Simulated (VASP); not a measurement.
# P: single point with PBE

P:

```xyz
12
Lattice="-3.6423 3.6423 3.6423 3.6423 -3.6423 3.6423 3.6423 3.6423 -3.6423" Properties=species:S:1:pos:R:3 pbc="T T T"
P     1.6863    2.7973   -1.1204
P     1.1204    5.3286    0.8450
P     4.4873    2.5219    1.9560
P     2.7973    1.1204    1.9560
P     5.3286    0.8450    1.1204
P     0.8450    1.1204    5.3286
P     1.1204    1.9560    2.7973
P    -1.1204    1.6863    2.7973
P     1.9560    2.7973    1.1204
P     2.5219    1.9560    4.4873
P     2.7973   -1.1204    1.6863
P     1.9560    4.4873    2.5219
```

The cell was built from a structure type or drawn by symmetry, and may not be a known phase.

```yaml
Program: VASP 6.6.1
Task: single point
Functional: PBE
Potentials_or_basis: VASP PAW PBE potentials, release 64 (P)
Cutoff: 520 eV
k_mesh: 4 × 4 × 4
Occupations: gaussian, width 0.1 eV
Spin: no spin polarisation
Dipole_correction: no
Further_INCAR_settings: ALGO = Normal; EDIFF = 1e-07; NBANDS = 42
```

| Quantity | Value |
| --- | --- |
| Pressure | 34.7 GPa |
| Largest force | 3.056 eV/Å |
| Band gap on the k mesh | zero (bands 30 and 31 overlap by 0.44 eV) |

Forces on the atoms (eV/Å):
```
P    0.025  1.335  2.749
P   -2.749  0.025 -1.335
P   -1.335  2.749 -0.025
P    1.335 -2.749 -0.025
P    0.025 -1.335 -2.749
P   -1.335 -2.749  0.025
P   -2.749 -0.025  1.335
P    2.749  0.025  1.335
P   -0.025  1.335 -2.749
P    2.749 -0.025 -1.335
P    1.335  2.749  0.025
P   -0.025 -1.335  2.749
```

Levels at points of the mesh, in eV from the Fermi level:
| k point | band 28 | band 29 | band 30 | band 31 | band 32 | band 33 |
| --- | --- | --- | --- | --- | --- | --- |
| (0.00, 0.00, 0.00) | -0.22 | -0.22 | -0.22 | 1.27 | 1.40 | 1.40 |
| (0.50, 0.00, 0.00) | -0.86 | -0.56 | -0.28 | -0.03 | 0.61 | 1.49 |
| (0.50, 0.50, 0.50) | -2.16 | -0.40 | -0.40 | -0.40 | 1.30 | 1.30 |

It took 42 s on 1 thread of Intel(R) Xeon(R) 6975P-C (Granite Rapids), with other jobs on the host, peak memory 0.31 GiB.

Caveat: the cell stands under pressure; forces of over 1 eV/Å act on the atoms, so gaps and moduli don't describe the material at rest.
